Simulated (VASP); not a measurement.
# TiAl3 (Pm-3m) in VASP: a series of runs, part 2 of 2

VASP 6.6.1. The steps go on from the part before.

### Step 4. Relaxation of cell and atoms, PBEsol, target pressure 20 GPa, at which the enthalpy is minimised

INCAR

```
SYSTEM = TiAl3
PREC = Accurate
ENCUT = 600
EDIFF = 1E-7
ISMEAR = -1
SIGMA = 0.1
LREAL = .False.
LASPH = .True.
NELM = 80
ALGO = Normal
ISIF = 3
LWAVE = .False.
LCHARG = .False.
GGA = PS
IBRION = 2
NSW = 80
EDIFFG = -0.01
PSTRESS = 200.0
```

KPOINTS

```
Automatic mesh
0
Gamma
  6 6 6
  0 0 0
```

POSCAR

```
TiAl3
1.0
    3.9556712500      0.0000000000      0.0000000000
    0.0000000000      3.9556712500      0.0000000000
    0.0000000000      0.0000000000      3.9556712500
Ti Al
1 3
Direct
    0.0000000000      0.0000000000      0.0000000000
    0.5000000000      0.5000000000      0.0000000000
    0.0000000000      0.5000000000      0.5000000000
    0.5000000000      0.0000000000      0.5000000000
```

Potentials or basis: VASP PAW PBE potentials, release 64 (Ti_sv, Al).

On the command line:

```
> cat potpaw_PBE.64/Ti_sv/POTCAR potpaw_PBE.64/Al/POTCAR > POTCAR
> mpirun -np 1 vasp_std > vasp.out
```

OUTCAR:

```text
SYSTEM = TiAl3
   PREC = Accurate
   ENCUT = 600
   EDIFF = 1E-7
   ISMEAR = -1
   LREAL = .False.
   LASPH = .True.
   NELM = 80
   ISIF = 3
   GGA = PS
   IBRION = 2
   NSW = 80
   EDIFFG = -0.01
   PSTRESS = 200.0

 ion  position               nearest neighbor table
   1  0.000  0.000  0.000-   2 2.80   3 2.80   4 2.80   3 2.80   4 2.80   2 2.80   3 2.80   3 2.80
                             2 2.80   4 2.80   4 2.80   2 2.80
   2  0.500  0.500  0.000-   1 2.80   3 2.80   4 2.80   3 2.80   4 2.80   1 2.80   4 2.80   4 2.80
                             1 2.80   3 2.80   3 2.80   1 2.80
   3  0.000  0.500  0.500-   1 2.80   2 2.80   4 2.80   1 2.80   2 2.80   1 2.80   4 2.80   1 2.80
                             2 2.80   4 2.80   2 2.80   4 2.80
   4  0.500  0.000  0.500-   1 2.80   2 2.80   3 2.80   1 2.80   2 2.80   2 2.80   3 2.80   2 2.80
                             1 2.80   3 2.80   1 2.80   3 2.80

  LATTYP: Found a simple cubic cell.
 ALAT       =     3.9556712500

  Lattice vectors:

[... 196 lines left out ...]
      8       6.8809      2.00000
      9       6.8809      2.00000
     10       6.8809      2.00000
     11       9.1888      0.22861
     12       9.1888      0.22861
     13       9.1888      0.22861
     14       9.7385      0.00106
[... 560 lines left out ...]
--------------------------------------- Ionic step        7  -------------------------------------------

 number of electron      20.9999997 magnetization

 Free energy of the ion-electron system (eV)
  ---------------------------------------------------
  ext. energy  EPLUGINS =         0.00000000
  ---------------------------------------------------
  free energy    TOTEN  =       -21.72974639 eV

  energy without entropy =      -21.67615321  energy(sigma->0) =      -21.70294980

 E-fermi :  10.5919     XC(G=0): -11.5003

 val. band max:       10.4807304118   @ k =   0.1667   0.1667   0.0000
 cond. band min:      10.6387982291   @ k =   0.3333   0.3333   0.0000
 fundamental gap:      0.1580678173
 Fermi energy:        10.5919141377

 k-point     1 :       0.0000    0.0000    0.0000
  band No.  band energies     occupation
      1     -45.7503      2.00000
      2     -22.2025      2.00000
      3     -22.2025      2.00000
      4     -22.2025      2.00000
      5      -1.0178      2.00000
      6       7.1998      2.00000
      7       7.1998      2.00000
      8       8.3916      2.00000
      9       8.3916      2.00000
     10       8.3916      2.00000
     11      10.7596      0.31509
     12      10.7596      0.31509
     13      10.7596      0.31509
     14      11.2293      0.00341
[... 356 lines left out ...]
  energy  without entropy=      -21.6761532098  energy(sigma->0) =      -21.70294980

  enthalpy is  TOTEN    =       -15.0169160305 eV   P V=        6.7128303631

 reached required accuracy - stopping structural energy minimisation
```

CONTCAR:

```text
TiAl3
   1.00000000000000
     3.7745230896546844   -0.0000000000000000    0.0000000000000000
    -0.0000000000000000    3.7745230896546844   -0.0000000000000000
     0.0000000000000000   -0.0000000000000000    3.7745230896546844
  Ti              Al
     1     3
Direct
     0.0000000000000000    0.0000000000000000    0.0000000000000000
     0.5000000000000000    0.5000000000000000    0.0000000000000000
     0.0000000000000000    0.5000000000000000    0.5000000000000000
     0.5000000000000000    0.0000000000000000    0.5000000000000000

  0.00000000E+00  0.00000000E+00  0.00000000E+00
  0.00000000E+00  0.00000000E+00  0.00000000E+00
  0.00000000E+00  0.00000000E+00  0.00000000E+00
  0.00000000E+00  0.00000000E+00  0.00000000E+00
```

Wall time 2.5 min (1 thread of Intel Xeon 8259CL, shared host); peak memory 0.2 GiB.

Results:

| Item | Value |
| --- | --- |
| Free energy | -21.7297 eV |
| Relaxed volume | 13.44 Å³/atom |
| Relaxed cell | a = 3.775 Å, b = 3.775 Å, c = 3.775 Å, α = 90.00°, β = 90.00°, γ = 90.00° |
| Space group after relaxing (to 0.05 Å) | Pm-3m (No. 221) |
| Energy change on relaxing (the enthalpy is what falls) | +109.7 meV/atom |
| Ionic steps | 7 |
| Pressure after relaxing | 20.0 GPa |

Step by step:
| step | energy change (eV) | largest force (eV/Å) | pressure (GPa) | volume (Å³) |
| --- | --- | --- | --- | --- |
| 1 | 0.0000 | 0.0000 | -0.42 | 61.90 |
| 2 | 2.2832 | 0.0000 | 59.02 | 45.86 |
| 3 | 0.4074 | 0.0000 | 19.12 | 54.03 |
| 4 | 0.4346 | 0.0000 | 19.88 | 53.81 |
| 5 | 0.4540 | 0.0000 | 20.41 | 53.66 |
| 6 | 0.4237 | 0.0000 | 19.60 | 53.90 |
| 7 | 0.4390 | 0.0000 | 20.00 | 53.78 |

Final structure:
```cif
data_structure
_symmetry_space_group_name_H-M 'P 1'
_symmetry_Int_Tables_number 1
_cell_length_a 3.7745
_cell_length_b 3.7745
_cell_length_c 3.7745
_cell_angle_alpha 90.000
_cell_angle_beta 90.000
_cell_angle_gamma 90.000
_cell_volume 53.78
loop_
_atom_site_label
_atom_site_type_symbol
_atom_site_fract_x
_atom_site_fract_y
_atom_site_fract_z
_atom_site_occupancy
Ti1 Ti 0.00000 0.00000 0.00000 1
Al1 Al 0.50000 0.50000 0.00000 1
Al2 Al 0.00000 0.50000 0.50000 1
Al3 Al 0.50000 0.00000 0.50000 1
```

Levels at points of the mesh, in eV from the Fermi level:
| k point | band 6 | band 7 | band 8 | band 9 | band 10 | band 11 | band 12 | band 13 | band 14 |
| --- | --- | --- | --- | --- | --- | --- | --- | --- | --- |
| (0.00, 0.00, 0.00) | -3.39 | -3.39 | -2.20 | -2.20 | -2.20 | 0.17 | 0.17 | 0.17 | 0.64 |
| (0.50, 0.00, 0.00) | -8.52 | -2.56 | -2.51 | -2.51 | 0.49 | 0.97 | 0.97 | 0.99 | 1.20 |
| (0.50, 0.50, 0.00) | -6.37 | -6.37 | -5.43 | -1.40 | -1.40 | 0.74 | 1.11 | 1.17 | 1.43 |
| (0.50, 0.50, 0.50) | -5.43 | -5.43 | -5.43 | -3.66 | -3.66 | -3.66 | 0.48 | 1.49 | 1.49 |

Caveat: the cell is relaxed towards a set pressure, so the enthalpy falls and the energy may rise; the PAW data sets were made with another functional, which shifts forces and pressure a little.

### Step 5. Overview

| cell | gap on the mesh (eV) | pressure (GPa) |
| --- | --- | --- |
| relaxed to 5 GPa | none | 5.0 |
| relaxed to 10 GPa | none | 10.1 |
| relaxed to 20 GPa | none | 20.0 |

Alike in all rows: task relaxation of cell and atoms; level PBEsol; potentials or basis VASP PAW PBE potentials, release 64 (Ti_sv, Al); no spin polarisation; k mesh 6 × 6 × 6; cutoff (eV) 600; smearing fermi-dirac 0.1 eV.

Caveats: the cell is relaxed towards a set pressure, so the enthalpy falls and the energy may rise; the PAW data sets were made with another functional, which shifts forces and pressure a little.

Total energies depend on the potentials used, so only differences within one code and one set of settings carry meaning.
